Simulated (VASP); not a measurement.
# TaN (R-3m) in VASP: further runs

The runs below take TaN through single point, with PBE.

Program: VASP 6.6.1. These are calculated values, not measurements. Logs are shortened: lines on timing, memory, paths and dates and some standing lists are left out, and cuts for length are marked.

## 1. The cell of the first run

It takes space group R-3m (No. 166, trigonal). The conventional cell has a = 3.175 Å, b = 3.175 Å, c = 7.102 Å, α = 90.00°, β = 90.00°, γ = 120.00°. Ta (site symmetry -3m) has 6 N at 2.18 Å and 6 Ta at 2.99 Å within 3.0 Å. N (site symmetry -3m) has 6 Ta at 2.18 Å and 6 N at 2.99 Å within 3.0 Å.

## 2. Single point, PBE (10.34 Å³/atom)

Input file INCAR:

```
SYSTEM = TaN
  ALGO = Normal
  EDIFF = 1E-6
  ENCUT = 700
  GGA = PE
  GGA_COMPAT = .FALSE.
  ISIF = 2
  ISMEAR = 0
  LASPH = .TRUE.
  LCHARG = .FALSE.
  LREAL = .FALSE.
  LWAVE = .FALSE.
  NBANDS = 16
  NELM = 120
  PREC = Accurate
  SIGMA = 0.15
```

Input file KPOINTS:

```
k-points
0
G
  20 20 20
  0 0 0
```

Input file POSCAR:

```
TaN
1.0
   -0.1302332568      2.1151677224      2.1151677224
    2.1151677224     -0.1302332568      2.1151677224
    2.1151677224      2.1151677224     -0.1302332568
Ta N
1 1
Direct
    0.5000000000      0.5000000000      0.5000000000
    0.0000000000      0.0000000000      0.0000000000
```

Potentials or basis: VASP PAW PBE potentials, release 64 (Ta_sv_GW, N).

The run is started by

```sh
cat potpaw_PBE.64/Ta_sv_GW/POTCAR potpaw_PBE.64/N/POTCAR > POTCAR
mpirun -np 1 vasp_std > vasp.out
```

OUTCAR:

```text
SYSTEM = TaN
   EDIFF = 1E-6
   ENCUT = 700
   GGA = PE
   ISIF = 2
   ISMEAR = 0
   LASPH = .TRUE.
   LREAL = .FALSE.
   NELM = 120
   PREC = Accurate

 ion  position               nearest neighbor table
   1  0.500  0.500  0.500-   2 2.18   2 2.18   2 2.18   2 2.18   2 2.18   2 2.18
   2  0.000  0.000  0.000-   1 2.18   1 2.18   1 2.18   1 2.18   1 2.18   1 2.18

  LATTYP: Found a trigonal (rhomboedric) cell.
 ALAT       =     2.9941325436
 COS(alpha) =     0.4375994043

  Lattice vectors:

 A1 = (  -0.1302332568,   2.1151677224,   2.1151677224)
 A2 = (   2.1151677224,  -0.1302332568,   2.1151677224)
 A3 = (   2.1151677224,   2.1151677224,  -0.1302332568)

Analysis of symmetry for initial positions (statically):
=====================================================================
 Subroutine PRICEL returns:
 Original cell was already a primitive cell.

 Routine SETGRP: Setting up the symmetry group for a
 trigonal (rhombohedral) supercell.

 Subroutine GETGRP returns: Found 12 space group operations
 (whereof 12 operations were pure point group operations)
 out of a pool of 12 trial point group operations.

The static configuration has the point symmetry D_3d.

Analysis of symmetry for dynamics (positions and initial velocities):
=====================================================================
 Subroutine PRICEL returns:
 Original cell was already a primitive cell.

 Routine SETGRP: Setting up the symmetry group for a
 trigonal (rhombohedral) supercell.

 Subroutine GETGRP returns: Found 12 space group operations
 (whereof 12 operations were pure point group operations)
 out of a pool of 12 trial point group operations.

The dynamic configuration has the point symmetry D_3d.

 Subroutine INISYM returns: Found 12 space group operations
 (whereof 12 operations are pure point group operations),
 and found     1 'primitive' translations

----------------------------------------------------------------------------------------

                                     Primitive cell

  volume of cell :      20.6720

  direct lattice vectors                    reciprocal lattice vectors
    -0.130233257  2.115167722  2.115167722    -0.215604382  0.229750371  0.229750371
     2.115167722 -0.130233257  2.115167722     0.229750371 -0.215604382  0.229750371
     2.115167722  2.115167722 -0.130233257     0.229750371  0.229750371 -0.215604382

  length of vectors
     2.994132544  2.994132544  2.994132544     0.389943221  0.389943221  0.389943221

  position of ions in fractional coordinates (direct lattice)
     0.500000000  0.500000000  0.500000000
     0.000000000  0.000000000  0.000000000

  ion indices of the primitive-cell ions
   primitive index   ion index
                 1           1
                 2           2

----------------------------------------------------------------------------------------

 KPOINTS: k-points

Automatic generation of k-mesh.
 Grid dimensions read from file:
 generate k-points for:   20   20   20

 Generating k-lattice:

  Cartesian coordinates                     Fractional coordinates (reciprocal lattice)
    -0.010780219  0.011487519  0.011487519     0.050000000 -0.000000000 -0.000000000
     0.011487519 -0.010780219  0.011487519    -0.000000000  0.050000000 -0.000000000
     0.011487519  0.011487519 -0.010780219    -0.000000000 -0.000000000  0.050000000

  Length of vectors
     0.019497161  0.019497161  0.019497161

  Shift w.r.t. Gamma in fractional coordinates (k-lattice)
     0.000000000  0.000000000  0.000000000

 Subroutine IBZKPT returns following result:
 ===========================================

 Found    781 irreducible k-points:

 Following reciprocal coordinates:
            Coordinates               Weight
  0.000000  0.000000  0.000000      1.000000
  0.050000 -0.000000 -0.000000      6.000000
  0.100000  0.000000 -0.000000      6.000000
  0.150000  0.000000  0.000000      6.000000
  0.200000  0.000000 -0.000000      6.000000
  0.250000  0.000000 -0.000000      6.000000
[... 16 lines left out ...]
 -0.400000  0.050000  0.000000     12.000000
 -0.350000  0.050000  0.000000     12.000000
 [... further k-points ...]
   k-points           NKPTS =    781   k-points in BZ     NKDIM =    781   number of bands    NBANDS=     16
   number of dos      NEDOS =    301   number of ions     NIONS =      2
   total plane-waves  NPLWV =  21952
   dimension x,y,z NGX =    28 NGY =   28 NGZ =   28
   dimension x,y,z NGXF=    56 NGYF=   56 NGZF=   56
   ions per type =               1   1
   NGX,Y,Z   is equivalent  to a cutoff of  15.55, 15.55, 15.55 a.u.
   NGXF,Y,Z  is equivalent  to a cutoff of  31.09, 31.09, 31.09 a.u.
 SYSTEM =  TaN
   PREC   = accura    normal or accurate (medium, high low for compatibility)
   ISTART =      0    job   : 0-new  1-cont  2-samecut
   ICHARG =      2    charge: 1-file 2-atom 10-const
   ISPIN  =      1    spin polarized calculation?
   LNONCOLLINEAR =      F non collinear calculations
   LSORBIT =      F    spin-orbit coupling
   LASPH  =      T    aspherical Exc in radial PAW
   ENCUT  =  700.0 eV  51.45 Ry    7.17 a.u.   6.46  6.46  6.46*2*pi/ulx,y,z
   NELM   =    120;   NELMIN=  2; NELMDL= -5     # of ELM steps
   EDIFF  = 0.1E-05   stopping-criterion for ELM
   LREAL  =      F    real-space projection
   EDIFFG = 0.1E-04   stopping-criterion for IOM
   NSW    =      0    number of steps for IOM
   IBRION =     -1    ionic relax: 0-MD 1-quasi-New 2-CG
   NFREE  =      0    steps in history (QN), initial steepest desc. (CG)
   ISIF   =      2    stress and relaxation
   ISYM   =      2    0-nonsym 1-usesym 2-fastsym
   POTIM  = 0.5000    time-step for ionic-motion
   TEBEG  =    0.0;   TEEND  =   0.0 temperature during run
   PSTRESS=    0.0 pullay stress
   NELECT =      18.0000    total number of electrons
   NUPDOWN=      -1.0000    fix difference up-down
   EMIN   =  10.00;   EMAX   =-10.00  energy-range for DOS
   EFERMI =   0.00;   METHOD = LEGACY
   ISMEAR =     0;   SIGMA  =   0.15  broadening in eV -4-tet -1-fermi 0-gaus
   EFERMI_NEDOS =   21; number of points for ismear=-14 and -15
   IALGO  =     38    algorithm
   IMIX   =      4    mixing-type and parameters
     AMIX     =   0.40;   BMIX     =  1.00
     AMIX_MAG =   1.60;   BMIX_MAG =  1.00
  volume/ion in A,a.u.               =      10.34        69.75
  Fermi-wavevector in a.u.,A,eV,Ry     =   1.563285  2.954180 33.250735  2.443860
  Thomas-Fermi vector in A             =   2.666079
   LORBIT       =      0    0 simple, 1 ext, 2 COOP (PROOUT), +10 PAW based schemes
   GGA     = PE    functional components
   LHFCALC =     F    Hartree Fock is set to
   AEXX    =    0.0000 exact exchange contribution
   IVDW    =     0    specifies the selected vdW correction
   LEPSILON=     F    determine dielectric tensor
   LRPA    =     F    only Hartree local field effects (RPA)
 non-spin polarized calculation
 Gauss-broadening in eV      SIGMA  =   0.15
  energy-cutoff  :      700.00
  volume of cell :       20.67
 maximum number of plane-waves:       885
 NGX is ok and might be reduce to    28
   NGX = 13   NGY = 13   NGZ = 13

 number of electron      18.0000001 magnetization

 Free energy of the ion-electron system (eV)
  ---------------------------------------------------
  ext. energy  EPLUGINS =         0.00000000
  ---------------------------------------------------
  free energy    TOTEN  =       -24.27109316 eV

  energy without entropy =      -24.26267834  energy(sigma->0) =      -24.26688575

 E-fermi :  14.1785     XC(G=0): -13.9491

 val. band max:       14.1772115897   @ k =  -0.3500   0.4500   0.3000
 cond. band min:      14.1869257286   @ k =  -0.2500   0.4500   0.2000
 fundamental gap:      0.0097141389
 Fermi energy:        14.1784729369

 k-point     1 :       0.0000    0.0000    0.0000
  band No.  band energies     occupation
      1     -55.2932      2.00000
      2     -21.5111      2.00000
      3     -21.5111      2.00000
      4     -21.3311      2.00000
      5      -4.8068      2.00000
      6      10.2460      2.00000
[... 8 lines left out ...]
     15      23.5637      0.00000
     16      38.2412      0.00000

 k-point     2 :       0.0500   -0.0000   -0.0000
  band No.  band energies     occupation
      1     -55.2918      2.00000
      2     -21.5316      2.00000
      3     -21.5120      2.00000
      4     -21.3377      2.00000
      5      -4.7445      2.00000
      6       9.8739      2.00000
[... 8 lines left out ...]
     15      23.7346      0.00000
     16      36.9446      0.00000

 k-point     3 :       0.1000    0.0000   -0.0000
  band No.  band energies     occupation
      1     -55.2875      2.00000
      2     -21.5944      2.00000
      3     -21.5145      2.00000
      4     -21.3531      2.00000
      5      -4.5617      2.00000
      6       9.0897      2.00000
[... 8 lines left out ...]
     15      24.2242      0.00000
     16      35.0693      0.00000

 k-point     4 :       0.1500    0.0000    0.0000
  band No.  band energies     occupation
      1     -55.2810      2.00000
      2     -21.6964      2.00000
      3     -21.5186      2.00000
      4     -21.3709      2.00000
      5      -4.2712      2.00000
      6       8.1837      2.00000
[... 8 lines left out ...]
     15      24.9569      0.00000
     16      33.3190      0.00000
[... 324 lines left out ...]
 k-point    22 :      -0.4500    0.0500    0.0000
  band No.  band energies     occupation
      1     -55.2335      2.00000
      2     -22.3931      2.00000
      3     -21.5606      2.00000
      4     -21.4637      2.00000
      5      -1.7778      2.00000
      6       3.7855      2.00000
[... 8 lines left out ...]
     15      25.5827      0.00000
     16      26.1788      0.00000

 k-point    23 :      -0.4000    0.0500    0.0000
  band No.  band energies     occupation
      1     -55.2371      2.00000
      2     -22.3425      2.00000
      3     -21.5615      2.00000
      4     -21.4561      2.00000
      5      -2.0077      2.00000
      6       4.0973      2.00000
[... 8 lines left out ...]
     15      25.6770      0.00000
     16      26.6045      0.00000

 k-point    24 :      -0.3500    0.0500    0.0000
  band No.  band energies     occupation
      1     -55.2432      2.00000
      2     -22.2557      2.00000
      3     -21.5603      2.00000
      4     -21.4442      2.00000
      5      -2.3748      2.00000
      6       4.6148      2.00000
[... 8 lines left out ...]
     15      25.8094      0.00000
     16      27.4843      0.00000

 [... further k-points ...]

------------------------ aborting loop because EDIFF is reached ----------------------------------------

  FORCE on cell =-STRESS in cart. coord.  units (eV):
  Direction    XX          YY          ZZ          XY          YZ          ZX
  --------------------------------------------------------------------------------------
  -------------------------------------------------------------------------------------
  Total        1.9741678      1.9741678      1.9741678      0.6051332      0.6051332      0.6051332
  in kB      153.0073011    153.0073011    153.0073011     46.9006698     46.9006698     46.9006698
  external PRESSURE =     153.0073011 kB  Pullay stress =       0.0000000 kB

 VOLUME and BASIS-vectors are now :
 -----------------------------------------------------------------------------
  energy-cutoff  :      700.00
  volume of cell :       20.67
      direct lattice vectors                 reciprocal lattice vectors
    -0.130233257  2.115167722  2.115167722    -0.215604382  0.229750371  0.229750371
     2.115167722 -0.130233257  2.115167722     0.229750371 -0.215604382  0.229750371
     2.115167722  2.115167722 -0.130233257     0.229750371  0.229750371 -0.215604382

 POSITION                                       TOTAL-FORCE (eV/Angst)
 -----------------------------------------------------------------------------------
      2.05005      2.05005      2.05005        -0.000000     -0.000000     -0.000000
      0.00000      0.00000      0.00000         0.000000      0.000000      0.000000
 -----------------------------------------------------------------------------------
    total drift:                                0.000000      0.000000      0.000000

  FREE ENERGIE OF THE ION-ELECTRON SYSTEM (eV)
  ---------------------------------------------------
  free  energy   TOTEN  =       -24.2710931645 eV

  energy  without entropy=      -24.2626783402  energy(sigma->0) =      -24.26688575
```

Run time: 6.5 min. Hardware: 1 thread of Intel Xeon Platinum 8375C at 2.90GHz (Ice Lake), shared host; peak memory 0.54 GiB.

What came out:

| Quantity | Value |
| --- | --- |
| Free energy | -24.2711 eV |
| Pressure | 15.3 GPa |
| Band gap on the k mesh | zero (bands 9 and 10 overlap by 5.16 eV) |

Caveat: the cell stands under pressure; spin-orbit coupling is left out, which moves the levels of the heavy elements.

## 3. Single point, PBE (10.77 Å³/atom)

This run uses another cell than the first one, of 10.77 Å³/atom.

Input file INCAR:

```
SYSTEM = TaN
  PREC = Accurate
  ENCUT = 700
  EDIFF = 1E-6
  ISMEAR = 0
  SIGMA = 0.15
  LREAL = .False.
  LASPH = .True.
  NELM = 120
  ALGO = Normal
  ISIF = 2
  LWAVE = .False.
  LCHARG = .False.
  GGA = PE
  NBANDS = 16
  GGA_COMPAT = .False.
```

Input file KPOINTS:

```
regular mesh
0
Gamma
  20 20 20
  0 0 0
```

Input file POSCAR:

```
TaN
1.0
   -0.1320156899      2.1441168941      2.1441168941
    2.1441168941     -0.1320156899      2.1441168941
    2.1441168941      2.1441168941     -0.1320156899
Ta N
1 1
Direct
    0.5000000000      0.5000000000      0.5000000000
    0.0000000000      0.0000000000      0.0000000000
```

Potentials or basis: VASP PAW PBE potentials, release 64 (Ta_sv_GW, N).

The run is started by

```sh
cat potpaw_PBE.64/Ta_sv_GW/POTCAR potpaw_PBE.64/N/POTCAR > POTCAR
mpirun -np 1 vasp_std > vasp.out
```

OUTCAR:

```text
SYSTEM = TaN
   PREC = Accurate
   ENCUT = 700
   EDIFF = 1E-6
   ISMEAR = 0
   LREAL = .False.
   LASPH = .True.
   NELM = 120
   ISIF = 2
   GGA = PE

 ion  position               nearest neighbor table
   1  0.500  0.500  0.500-   2 2.21   2 2.21   2 2.21   2 2.21   2 2.21   2 2.21
   2  0.000  0.000  0.000-   1 2.21   1 2.21   1 2.21   1 2.21   1 2.21   1 2.21

  LATTYP: Found a trigonal (rhomboedric) cell.
 ALAT       =     3.0351116377
 COS(alpha) =     0.4375994043

  Lattice vectors:

 A1 = (  -0.1320156899,   2.1441168941,   2.1441168941)
[... 644 lines left out ...]

  FORCE on cell =-STRESS in cart. coord.  units (eV):
  Direction    XX          YY          ZZ          XY          YZ          ZX
  --------------------------------------------------------------------------------------
  -------------------------------------------------------------------------------------
  Total        0.0655927      0.0655927      0.0655927      0.5899220      0.5899220      0.5899220
  in kB        4.8805965      4.8805965      4.8805965     43.8946614     43.8946614     43.8946614
  external PRESSURE =       4.8805965 kB  Pullay stress =       0.0000000 kB

 VOLUME and BASIS-vectors are now :
 -----------------------------------------------------------------------------
  energy-cutoff  :      700.00
  volume of cell :       21.53
      direct lattice vectors                 reciprocal lattice vectors
    -0.132015690  2.144116894  2.144116894    -0.212693362  0.226648356  0.226648356
     2.144116894 -0.132015690  2.144116894     0.226648356 -0.212693362  0.226648356
     2.144116894  2.144116894 -0.132015690     0.226648356  0.226648356 -0.212693362

 POSITION                                       TOTAL-FORCE (eV/Angst)
 -----------------------------------------------------------------------------------
      2.07811      2.07811      2.07811        -0.000000     -0.000000      0.000000
      0.00000      0.00000      0.00000         0.000000      0.000000     -0.000000
 -----------------------------------------------------------------------------------
    total drift:                                0.000000      0.000000      0.000000

  FREE ENERGIE OF THE ION-ELECTRON SYSTEM (eV)
  ---------------------------------------------------
  free  energy   TOTEN  =       -24.3140676334 eV

  energy  without entropy=      -24.3050927862  energy(sigma->0) =      -24.30958021
```

Wall time 3.8 min (1 thread of Intel Xeon Platinum 8488C (Sapphire Rapids), shared host); peak memory 0.55 GiB.

What came out:

| Quantity | Value |
| --- | --- |
| Free energy | -24.3141 eV |
| Pressure | 0.5 GPa |
| Band gap on the k mesh | zero (bands 9 and 10 overlap by 4.88 eV) |

Caveat: spin-orbit coupling is left out, which moves the levels of the heavy elements.
